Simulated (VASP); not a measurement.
# MgO (m.gw) (I4/mmm) in VASP: single point with PBE

Aim: the single point of MgO (m.gw) with PBE.

All numbers are computed with VASP 6.6.1; they aren't measurements. Logs are shortened: lines on timing, memory, paths and dates and some standing lists are left out, and cuts for length are marked.

## (1) The cell of the first run

The structure is tetragonal, space group I4/mmm (No. 139). Conventional cell: a = 2.942 Å, b = 2.942 Å, c = 4.321 Å, α = 90.00°, β = 90.00°, γ = 90.00°. Mg (site symmetry 4/mmm) has 6 O at 2.08 to 2.16 Å within 2.8 Å. O (site symmetry 4/mmm) has 6 Mg at 2.08 to 2.16 Å within 2.8 Å.

## (2) Single point, PBE

File INCAR:

```
ALGO = Normal ; EDIFF = 1E-6
ENCUT = 600 ; GGA = PE
GGA_COMPAT = False ; ISIF = 2
ISMEAR = 0 ; LASPH = True
LCHARG = True ; LELF = True
LREAL = False ; LVHAR = True
LWAVE = False ; NBANDS = 16
NELM = 120 ; PREC = Accurate
SIGMA = 0.01
```

File KPOINTS:

```
k-points
0
Gamma
  4 4 4
```

File POSCAR:

```
MgO
1.0
    2.9422714537      0.0000000000      0.0000000000
    0.0000000000      2.9422714537      0.0000000000
    0.0000000000      0.0000000000      4.3207801591
Mg O
2 2
Direct
    0.0000000000      0.0000000000      0.0000000000
    0.5000000000      0.5000000000      0.5000000000
    0.5000000000      0.5000000000      0.0000000000
    0.0000000000      0.0000000000      0.5000000000
```

Potentials or basis: VASP PAW PBE potentials, release 64 (Mg, O).

On the command line:

```sh
> cat potpaw_PBE.64/Mg/POTCAR potpaw_PBE.64/O/POTCAR > POTCAR
> mpirun -np 1 vasp_std > vasp.out
```

OUTCAR:

```text
EDIFF = 1E-6
   ENCUT = 600
   GGA = PE
   ISIF = 2
   ISMEAR = 0
   LASPH = True
   LREAL = False
   NELM = 120
   PREC = Accurate

 ion  position               nearest neighbor table
   1  0.000  0.000  0.000-   3 2.08   3 2.08   3 2.08   3 2.08   4 2.16   4 2.16   2 3.00   2 3.00
                             2 3.00   2 3.00   2 3.00   2 3.00   2 3.00   2 3.00
   2  0.500  0.500  0.500-   4 2.08   4 2.08   4 2.08   4 2.08   3 2.16   3 2.16   1 3.00   1 3.00
                             1 3.00   1 3.00   1 3.00   1 3.00   1 3.00   1 3.00
   3  0.500  0.500  0.000-   1 2.08   1 2.08   1 2.08   1 2.08   2 2.16   2 2.16
   4  0.000  0.000  0.500-   2 2.08   2 2.08   2 2.08   2 2.08   1 2.16   1 2.16

  LATTYP: Found a simple tetragonal cell.
 ALAT       =     2.9422714537
 C/A-ratio  =     1.4685185331

  Lattice vectors:

 A1 = (   2.9422714537,   0.0000000000,   0.0000000000)
 A2 = (   0.0000000000,   2.9422714537,   0.0000000000)
 A3 = (   0.0000000000,   0.0000000000,   4.3207801591)

Analysis of symmetry for initial positions (statically):
=====================================================================
 Subroutine PRICEL returns following result:

  LATTYP: Found a body centered tetragonal cell.
 ALAT       =     2.9422714537
 C/A-ratio  =     1.4685185331

  Lattice vectors:

 A1 = (   1.4711357269,  -1.4711357269,  -2.1603900795)
 A2 = (  -1.4711357269,   1.4711357269,  -2.1603900795)
 A3 = (   1.4711357269,   1.4711357269,   2.1603900795)

   2 primitive cells build up your supercell.

 Routine SETGRP: Setting up the symmetry group for a
 simple tetragonal supercell.

 Subroutine GETGRP returns: Found 16 space group operations
 (whereof 16 operations were pure point group operations)
 out of a pool of 16 trial point group operations.

The static configuration has the point symmetry D_4h.

Analysis of symmetry for dynamics (positions and initial velocities):
=====================================================================
 Subroutine PRICEL returns following result:

  LATTYP: Found a body centered tetragonal cell.
 ALAT       =     2.9422714537
 C/A-ratio  =     1.4685185331

  Lattice vectors:

 A1 = (   1.4711357269,  -1.4711357269,  -2.1603900795)
 A2 = (  -1.4711357269,   1.4711357269,  -2.1603900795)
[... 101 lines left out ...]
   LASPH  =      T    aspherical Exc in radial PAW
   ENCUT  =  600.0 eV  44.10 Ry    6.64 a.u.   5.88  5.88  8.63*2*pi/ulx,y,z
   NELM   =    120;   NELMIN=  2; NELMDL= -5     # of ELM steps
   EDIFF  = 0.1E-05   stopping-criterion for ELM
   LREAL  =      F    real-space projection
   EDIFFG = 0.1E-04   stopping-criterion for IOM
   NSW    =      0    number of steps for IOM
   IBRION =     -1    ionic relax: 0-MD 1-quasi-New 2-CG
   NFREE  =      0    steps in history (QN), initial steepest desc. (CG)
   ISIF   =      2    stress and relaxation
   ISYM   =      2    0-nonsym 1-usesym 2-fastsym
   POTIM  = 0.5000    time-step for ionic-motion
   TEBEG  =    0.0;   TEEND  =   0.0 temperature during run
   PSTRESS=    0.0 pullay stress
   NELECT =      16.0000    total number of electrons
   NUPDOWN=      -1.0000    fix difference up-down
   EMIN   =  10.00;   EMAX   =-10.00  energy-range for DOS
   EFERMI =   0.00;   METHOD = LEGACY
   ISMEAR =     0;   SIGMA  =   0.01  broadening in eV -4-tet -1-fermi 0-gaus
   EFERMI_NEDOS =   21; number of points for ismear=-14 and -15
   IALGO  =     38    algorithm
   IMIX   =      4    mixing-type and parameters
     AMIX     =   0.40;   BMIX     =  1.00
     AMIX_MAG =   1.60;   BMIX_MAG =  1.00
  volume/ion in A,a.u.               =       9.35        63.11
  Fermi-wavevector in a.u.,A,eV,Ry     =   1.233499  2.330976 20.701547  1.521521
  Thomas-Fermi vector in A             =   2.368227
   LORBIT       =      0    0 simple, 1 ext, 2 COOP (PROOUT), +10 PAW based schemes
   GGA     = PE    functional components
   LHFCALC =     F    Hartree Fock is set to
   AEXX    =    0.0000 exact exchange contribution
   IVDW    =     0    specifies the selected vdW correction
   LEPSILON=     F    determine dielectric tensor
   LRPA    =     F    only Hartree local field effects (RPA)
 non-spin polarized calculation
 Gauss-broadening in eV      SIGMA  =   0.01
  energy-cutoff  :      600.00
  volume of cell :       37.40
 maximum number of plane-waves:      1272
 NGX is ok and might be reduce to    24
   NGX = 11   NGY = 11   NGZ = 17

 number of electron      15.9999987 magnetization

 Free energy of the ion-electron system (eV)
  ---------------------------------------------------
  ext. energy  EPLUGINS =         0.00000000
  ---------------------------------------------------
  free energy    TOTEN  =       -23.78708415 eV

  energy without entropy =      -23.78708415  energy(sigma->0) =      -23.78708415

 E-fermi :   3.2760     XC(G=0): -11.0698

 val. band max:        3.2278272467   @ k =   0.0000   0.0000   0.0000
 cond. band min:       7.8848332670   @ k =   0.0000   0.0000   0.0000
 fundamental gap:      4.6570060203
 Fermi energy:         3.2760454182

 k-point     1 :       0.0000    0.0000    0.0000
  band No.  band energies     occupation
      1     -14.0794      2.00000
      2     -12.6130      2.00000
      3      -0.9853      2.00000
      4       1.9395      2.00000
      5       1.9395      2.00000
      6       3.1543      2.00000
[... 319 lines left out ...]
      3       0.1937      2.00000
      4       0.1937      2.00000
      5       0.1937      2.00000
      6       0.1937      2.00000
[... 8 lines left out ...]
     15      18.2858      0.00000
     16      18.2858      0.00000

------------------------ aborting loop because EDIFF is reached ----------------------------------------

  FORCE on cell =-STRESS in cart. coord.  units (eV):
  Direction    XX          YY          ZZ          XY          YZ          ZX
  --------------------------------------------------------------------------------------
  -------------------------------------------------------------------------------------
  Total        1.5182374      1.5182374     -0.2653745      0.0000000      0.0000000      0.0000000
  in kB       65.0313282     65.0313282    -11.3669031      0.0000000      0.0000000      0.0000000
  external PRESSURE =      39.5652511 kB  Pullay stress =       0.0000000 kB

 VOLUME and BASIS-vectors are now :
 -----------------------------------------------------------------------------
  energy-cutoff  :      600.00
  volume of cell :       37.40
      direct lattice vectors                 reciprocal lattice vectors
     2.942271454  0.000000000  0.000000000     0.339873467  0.000000000  0.000000000
     0.000000000  2.942271454  0.000000000     0.000000000  0.339873467  0.000000000
     0.000000000  0.000000000  4.320780159     0.000000000  0.000000000  0.231439685

 POSITION                                       TOTAL-FORCE (eV/Angst)
 -----------------------------------------------------------------------------------
      0.00000      0.00000      0.00000        -0.000000     -0.000000      0.000000
      1.47114      1.47114      2.16039        -0.000000     -0.000000      0.000000
      1.47114      1.47114      0.00000         0.000000      0.000000     -0.000000
      0.00000      0.00000      2.16039        -0.000000     -0.000000      0.000000
 -----------------------------------------------------------------------------------
    total drift:                                0.000000     -0.000000     -0.000000

  FREE ENERGIE OF THE ION-ELECTRON SYSTEM (eV)
  ---------------------------------------------------
  free  energy   TOTEN  =       -23.7870841529 eV

  energy  without entropy=      -23.7870841529  energy(sigma->0) =      -23.78708415
```

OSZICAR:

```text
N       E                     dE             d eps       ncg     rms          rms(c)
DAV:   1     0.606191700303E+02    0.60619E+02   -0.86689E+03   600   0.101E+03
DAV:   2    -0.235392466275E+02   -0.84158E+02   -0.78360E+02   744   0.213E+02
DAV:   3    -0.269146515068E+02   -0.33754E+01   -0.33665E+01   696   0.406E+01
DAV:   4    -0.269265291969E+02   -0.11878E-01   -0.11877E-01   680   0.275E+00
DAV:   5    -0.269265771795E+02   -0.47983E-04   -0.47982E-04   696   0.171E-01    0.102E+01
DAV:   6    -0.238180619101E+02    0.31085E+01   -0.79707E+00   576   0.225E+01    0.311E+00
DAV:   7    -0.237992931666E+02    0.18769E-01   -0.13865E-01   592   0.303E+00    0.195E+00
DAV:   8    -0.237888369816E+02    0.10456E-01   -0.63086E-02   584   0.283E+00    0.438E-01
DAV:   9    -0.237872316749E+02    0.16053E-02   -0.12331E-03   704   0.343E-01    0.212E-01
DAV:  10    -0.237870939731E+02    0.13770E-03   -0.17164E-03   632   0.328E-01    0.399E-02
DAV:  11    -0.237870841436E+02    0.98295E-05   -0.33362E-05   608   0.555E-02    0.106E-02
DAV:  12    -0.237870841529E+02   -0.92143E-08   -0.31084E-06   632   0.160E-02
   1 F= -.23787084E+02 E0= -.23787084E+02  d E =-.704584E-14
```

Run time: 20 s. Hardware: 1 thread of Intel Xeon 8259CL, shared host; peak memory 0.16 GiB.

What came out:

```
Free energy            : -23.7871 eV
Pressure               : 4.0 GPa
Band gap on the k mesh : 4.66 eV
```

Stress tensor (GPa, compression positive):
```
 6.50  0.00  0.00
 0.00  6.50  0.00
 0.00  0.00 -1.14
```

Caveat: the k points lie up to 0.53 Å⁻¹ apart. A hybrid or GW would open this gap; PBE tends to underestimate it.
